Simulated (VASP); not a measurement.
# Sn (I4_1/amd) in VASP: settings compared

Sn is run at these levels: PBE, r2SCAN; tasks: single point.

All numbers are computed with VASP 6.6.1; they aren't measurements. Logs are shortened: lines on timing, memory, paths and dates and some standing lists are left out, and cuts for length are marked.

## Step 1: The cell of the first run

It takes space group I4_1/amd (No. 141, tetragonal). The conventional cell has a = 4.784 Å, b = 4.784 Å, c = 6.379 Å, α = 90.00°, β = 90.00°, γ = 90.00°. Sn (site symmetry -4m2) has 4 Sn at 2.88 Å within 3.8 Å.

## Step 2: Single point, PBE (epitaxial xy strain +3.0%)

Contents of INCAR:

```
PREC = Accurate ; ENCUT = 520
EDIFF = 1E-6 ; ISMEAR = -1
SIGMA = 0.02 ; LREAL = False
LASPH = True ; NELM = 80
ALGO = Normal ; ISIF = 2
LWAVE = False ; LCHARG = True
GGA = PE ; LELF = True
LVHAR = True ; NBANDS = 21
```

Contents of KPOINTS:

```
regular mesh
0
Gamma
  6 6 6
```

Contents of POSCAR:

```
Sn
1.0
    0.0000000000      3.3829935737      3.1897192813
    3.3829935737      0.0000000000      3.1897192813
    3.3829935737      3.3829935737      0.0000000000
Sn
2
Direct
    0.0000000000      0.0000000000      0.0000000000
    0.2500000000      0.2500000000      0.2500000000
```

Potentials or basis: VASP PAW PBE potentials, release 64 (Sn_d).

The run is started by

```console
cat potpaw_PBE.64/Sn_d/POTCAR > POTCAR
mpirun -np 1 vasp_std > vasp.out
```

OUTCAR:

```text
PREC = Accurate
   ENCUT = 520
   EDIFF = 1E-6
   ISMEAR = -1
   LREAL = False
   LASPH = True
   NELM = 80
   ISIF = 2
   GGA = PE

 ion  position               nearest neighbor table
   1  0.000  0.000  0.000-   2 2.88   2 2.88   2 2.88   2 2.88
   2  0.250  0.250  0.250-   1 2.88   1 2.88   1 2.88   1 2.88

  LATTYP: Found a body centered tetragonal cell.
 ALAT       =     4.7842753933
 C/A-ratio  =     1.3334179239

  Lattice vectors:

 A1 = (   0.0000000000,  -3.3829935737,  -3.1897192813)
 A2 = (   0.0000000000,   3.3829935737,  -3.1897192813)
 A3 = (   3.3829935737,   0.0000000000,   3.1897192813)

Analysis of symmetry for initial positions (statically):
=====================================================================
 Subroutine PRICEL returns:
 Original cell was already a primitive cell.

 Routine SETGRP: Setting up the symmetry group for a
 body centered tetragonal supercell.

 Subroutine GETGRP returns: Found 16 space group operations
 (whereof  8 operations were pure point group operations)
 out of a pool of 16 trial point group operations.

The static configuration has the point symmetry D_2d.
 The point group associated with its full space group is D_4h.

Analysis of symmetry for dynamics (positions and initial velocities):
=====================================================================
 Subroutine PRICEL returns:
 Original cell was already a primitive cell.

 Routine SETGRP: Setting up the symmetry group for a
 body centered tetragonal supercell.

 Subroutine GETGRP returns: Found 16 space group operations
 (whereof  8 operations were pure point group operations)
 out of a pool of 16 trial point group operations.

The dynamic configuration has the point symmetry D_2d.
 The point group associated with its full space group is D_4h.

 Subroutine INISYM returns: Found 16 space group operations
 (whereof  8 operations are pure point group operations),
 and found     1 'primitive' translations

----------------------------------------------------------------------------------------

                                     Primitive cell

  volume of cell :      73.0104

  direct lattice vectors                    reciprocal lattice vectors
     0.000000000  3.382993574  3.189719281    -0.147798093  0.147798093  0.156753606
     3.382993574  0.000000000  3.189719281     0.147798093 -0.147798093  0.156753606
     3.382993574  3.382993574  0.000000000     0.147798093  0.147798093 -0.156753606

  length of vectors
     4.649618760  4.649618760  4.784275393     0.261266618  0.261266618  0.261266618

  position of ions in fractional coordinates (direct lattice)
     0.000000000  0.000000000  0.000000000
     0.250000000  0.250000000  0.250000000

  ion indices of the primitive-cell ions
   primitive index   ion index
                 1           1
                 2           2

----------------------------------------------------------------------------------------

 KPOINTS: regular mesh

Automatic generation of k-mesh.
 Grid dimensions read from file:
 generate k-points for:    6    6    6

 Generating k-lattice:

  Cartesian coordinates                     Fractional coordinates (reciprocal lattice)
    -0.024633016  0.024633016  0.026125601     0.166666667  0.000000000  0.000000000
     0.024633016 -0.024633016  0.026125601     0.000000000  0.166666667  0.000000000
     0.024633016  0.024633016 -0.026125601     0.000000000  0.000000000  0.166666667

  Length of vectors
     0.043544436  0.043544436  0.043544436

  Shift w.r.t. Gamma in fractional coordinates (k-lattice)
     0.000000000  0.000000000  0.000000000

 Subroutine IBZKPT returns following result:
 ===========================================

 Found     30 irreducible k-points:

 Following reciprocal coordinates:
            Coordinates               Weight
  0.000000  0.000000  0.000000      1.000000
  0.166667  0.000000  0.000000      8.000000
  0.333333  0.000000  0.000000      8.000000
  0.500000  0.000000  0.000000      4.000000
  0.166667  0.166667  0.000000      2.000000
  0.333333  0.166667  0.000000      8.000000
[... 16 lines left out ...]
  0.333333  0.000000  0.333333      4.000000
  0.500000 -0.000000  0.333333     16.000000
 [... further k-points ...]
   k-points           NKPTS =     30   k-points in BZ     NKDIM =     30   number of bands    NBANDS=     21
   number of dos      NEDOS =    301   number of ions     NIONS =      2
   total plane-waves  NPLWV =  46656
   dimension x,y,z NGX =    36 NGY =   36 NGZ =   36
   dimension x,y,z NGXF=    72 NGYF=   72 NGZF=   72
   ions per type =               2
   NGX,Y,Z   is equivalent  to a cutoff of  12.87, 12.87, 12.51 a.u.
   NGXF,Y,Z  is equivalent  to a cutoff of  25.74, 25.74, 25.02 a.u.
 SYSTEM =  unknown system
   PREC   = accura    normal or accurate (medium, high low for compatibility)
   ISTART =      0    job   : 0-new  1-cont  2-samecut
   ICHARG =      2    charge: 1-file 2-atom 10-const
   ISPIN  =      1    spin polarized calculation?
   LNONCOLLINEAR =      F non collinear calculations
   LSORBIT =      F    spin-orbit coupling
   LASPH  =      T    aspherical Exc in radial PAW
   ENCUT  =  520.0 eV  38.22 Ry    6.18 a.u.   8.65  8.65  8.90*2*pi/ulx,y,z
   NELM   =     80;   NELMIN=  2; NELMDL= -5     # of ELM steps
   EDIFF  = 0.1E-05   stopping-criterion for ELM
   LREAL  =      F    real-space projection
   EDIFFG = 0.1E-04   stopping-criterion for IOM
   NSW    =      0    number of steps for IOM
   IBRION =     -1    ionic relax: 0-MD 1-quasi-New 2-CG
   NFREE  =      0    steps in history (QN), initial steepest desc. (CG)
   ISIF   =      2    stress and relaxation
   ISYM   =      2    0-nonsym 1-usesym 2-fastsym
   POTIM  = 0.5000    time-step for ionic-motion
   TEBEG  =    0.0;   TEEND  =   0.0 temperature during run
   PSTRESS=    0.0 pullay stress
   NELECT =      28.0000    total number of electrons
   NUPDOWN=      -1.0000    fix difference up-down
   EMIN   =  10.00;   EMAX   =-10.00  energy-range for DOS
   EFERMI =   0.00;   METHOD = LEGACY
   ISMEAR =    -1;   SIGMA  =   0.02  broadening in eV -4-tet -1-fermi 0-gaus
   EFERMI_NEDOS =   21; number of points for ismear=-14 and -15
   IALGO  =     38    algorithm
   IMIX   =      4    mixing-type and parameters
     AMIX     =   0.40;   BMIX     =  1.00
     AMIX_MAG =   1.60;   BMIX_MAG =  1.00
  volume/ion in A,a.u.               =      36.51       246.35
  Fermi-wavevector in a.u.,A,eV,Ry     =   1.189413  2.247664 19.248197  1.414703
  Thomas-Fermi vector in A             =   2.325521
   LORBIT       =      0    0 simple, 1 ext, 2 COOP (PROOUT), +10 PAW based schemes
   GGA     = PE    functional components
   LHFCALC =     F    Hartree Fock is set to
   AEXX    =    0.0000 exact exchange contribution
   IVDW    =     0    specifies the selected vdW correction
   LEPSILON=     F    determine dielectric tensor
   LRPA    =     F    only Hartree local field effects (RPA)
 non-spin polarized calculation
  energy-cutoff  :      520.00
  volume of cell :       73.01
 maximum number of plane-waves:      2000
 NGX is ok and might be reduce to    36
   NGX = 17   NGY = 17   NGZ = 17

 number of electron      28.0000002 magnetization

 Free energy of the ion-electron system (eV)
  ---------------------------------------------------
  ext. energy  EPLUGINS =         0.00000000
  ---------------------------------------------------
  free energy    TOTEN  =        -7.64454582 eV

  energy without entropy =       -7.64356823  energy(sigma->0) =       -7.64405703

 E-fermi :   4.8266     XC(G=0):  -8.5876

 val. band max:        4.8068007985   @ k =   0.5000   0.0000   0.0000
 cond. band min:       4.9404988649   @ k =   0.0000   0.0000   0.0000
 fundamental gap:      0.1336980664
 Fermi energy:         4.8265845830

 k-point     1 :       0.0000    0.0000    0.0000
  band No.  band energies     occupation
      1     -16.6044      2.00000
      2     -16.5852      2.00000
      3     -16.5852      2.00000
      4     -16.5441      2.00000
      5     -16.5380      2.00000
      6     -16.2949      2.00000
[... 13 lines left out ...]
     20      12.3391      0.00000
     21      12.9510      0.00000

 k-point     2 :       0.1667    0.0000    0.0000
  band No.  band energies     occupation
      1     -16.6128      2.00000
      2     -16.5982      2.00000
      3     -16.5860      2.00000
      4     -16.5236      2.00000
      5     -16.5190      2.00000
      6     -16.3223      2.00000
[... 13 lines left out ...]
     20      11.6018      0.00000
     21      11.9804      0.00000

 k-point     3 :       0.3333    0.0000    0.0000
  band No.  band energies     occupation
      1     -16.6268      2.00000
      2     -16.6092      2.00000
      3     -16.5765      2.00000
      4     -16.4990      2.00000
      5     -16.4961      2.00000
      6     -16.3443      2.00000
[... 13 lines left out ...]
     20      12.2368      0.00000
     21      12.2581      0.00000

 k-point     4 :       0.5000    0.0000    0.0000
  band No.  band energies     occupation
      1     -16.6316      2.00000
      2     -16.6118      2.00000
      3     -16.5709      2.00000
      4     -16.4909      2.00000
      5     -16.4887      2.00000
      6     -16.3512      2.00000
[... 13 lines left out ...]
     20      13.1532      0.00000
     21      13.6409      0.00000

 k-point     5 :       0.1667    0.1667    0.0000
  band No.  band energies     occupation
      1     -16.5997      2.00000
      2     -16.5954      2.00000
      3     -16.5954      2.00000
      4     -16.5253      2.00000
      5     -16.5070      2.00000
      6     -16.3382      2.00000
[... 13 lines left out ...]
     20      11.6034      0.00000
     21      12.6698      0.00000

 k-point     6 :       0.3333    0.1667    0.0000
  band No.  band energies     occupation
      1     -16.6238      2.00000
      2     -16.6068      2.00000
      3     -16.5687      2.00000
      4     -16.5000      2.00000
      5     -16.4801      2.00000
      6     -16.3674      2.00000
[... 13 lines left out ...]
     20      12.6143      0.00000
     21      13.1110      0.00000

 k-point     7 :       0.5000    0.1667    0.0000
  band No.  band energies     occupation
      1     -16.6432      2.00000
      2     -16.6155      2.00000
      3     -16.5416      2.00000
      4     -16.4760      2.00000
      5     -16.4758      2.00000
      6     -16.3655      2.00000
[... 13 lines left out ...]
     20      13.5336      0.00000
     21      13.7857      0.00000
[... 291 lines left out ...]
      1     -16.6507      2.00000
      2     -16.6336      2.00000
      3     -16.5110      2.00000
      4     -16.4537      2.00000
      5     -16.4331      2.00000
      6     -16.4098      2.00000
[... 13 lines left out ...]
     20      14.1916      0.00000
     21      14.5654      0.00000

 k-point    21 :      -0.1667    0.3333    0.1667
  band No.  band energies     occupation
      1     -16.6472      2.00000
      2     -16.6289      2.00000
      3     -16.5475      2.00000
      4     -16.4743      2.00000
      5     -16.4326      2.00000
      6     -16.4182      2.00000
[... 13 lines left out ...]
     20      12.3925      0.00000
     21      14.2574      0.00000

 k-point    22 :      -0.3333    0.5000    0.1667
  band No.  band energies     occupation
      1     -16.6384      2.00000
      2     -16.6384      2.00000
      3     -16.4716      2.00000
      4     -16.4716      2.00000
      5     -16.4131      2.00000
      6     -16.4131      2.00000
[... 13 lines left out ...]
     20      13.7507      0.00000
     21      14.9160      0.00000

 k-point    23 :       0.3333    0.0000    0.3333
  band No.  band energies     occupation
      1     -16.6359      2.00000
      2     -16.6253      2.00000
      3     -16.5831      2.00000
      4     -16.4755      2.00000
      5     -16.4470      2.00000
      6     -16.4139      2.00000
[... 13 lines left out ...]
     20      13.8654      0.00000
     21      14.1163      0.00000

 k-point    24 :       0.5000   -0.0000    0.3333
  band No.  band energies     occupation
      1     -16.6482      2.00000
      2     -16.6373      2.00000
      3     -16.5462      2.00000
      4     -16.4713      2.00000
      5     -16.4450      2.00000
      6     -16.3887      2.00000
[... 13 lines left out ...]
     20      13.8763      0.00000
     21      14.3488      0.00000

 [... further k-points ...]

------------------------ aborting loop because EDIFF is reached ----------------------------------------

  FORCE on cell =-STRESS in cart. coord.  units (eV):
  Direction    XX          YY          ZZ          XY          YZ          ZX
  --------------------------------------------------------------------------------------
  -------------------------------------------------------------------------------------
  Total       -0.0823402     -0.0823402      0.6253187      0.0000000      0.0000000      0.0000000
  in kB       -1.8069158     -1.8069158     13.7223088      0.0000000      0.0000000      0.0000000
  external PRESSURE =       3.3694924 kB  Pullay stress =       0.0000000 kB

 VOLUME and BASIS-vectors are now :
 -----------------------------------------------------------------------------
  energy-cutoff  :      520.00
  volume of cell :       73.01
      direct lattice vectors                 reciprocal lattice vectors
     0.000000000  3.382993574  3.189719281    -0.147798093  0.147798093  0.156753606
     3.382993574  0.000000000  3.189719281     0.147798093 -0.147798093  0.156753606
     3.382993574  3.382993574  0.000000000     0.147798093  0.147798093 -0.156753606

 POSITION                                       TOTAL-FORCE (eV/Angst)
 -----------------------------------------------------------------------------------
      0.00000      0.00000      0.00000         0.000000      0.000000      0.000000
      1.69150      1.69150      1.59486        -0.000000     -0.000000     -0.000000
 -----------------------------------------------------------------------------------
    total drift:                                0.000000      0.000000      0.000000

  FREE ENERGIE OF THE ION-ELECTRON SYSTEM (eV)
  ---------------------------------------------------
  free  energy   TOTEN  =        -7.6445458203 eV

  energy  without entropy=       -7.6435682342  energy(sigma->0) =       -7.64405703
```

It took 30 s on 1 thread of AMD EPYC 9R45 (Zen 5), shared host; peak memory 0.18 GiB.

Results:

| Property | Result |
| --- | --- |
| Free energy | -7.6445 eV |
| Pressure | 0.3 GPa |
| Band gap on the k mesh | zero (bands 14 and 15 overlap by 0.13 eV) |

Stress tensor (GPa, compression positive):
```
-0.18  0.00  0.00
 0.00 -0.18  0.00
 0.00  0.00  1.37
```

Caveat: the cell differs from its parent crystal (epitaxial xy strain +3.0%); spin-orbit coupling is left out, which moves the levels of the heavy elements.

[end of part 1 of 2]
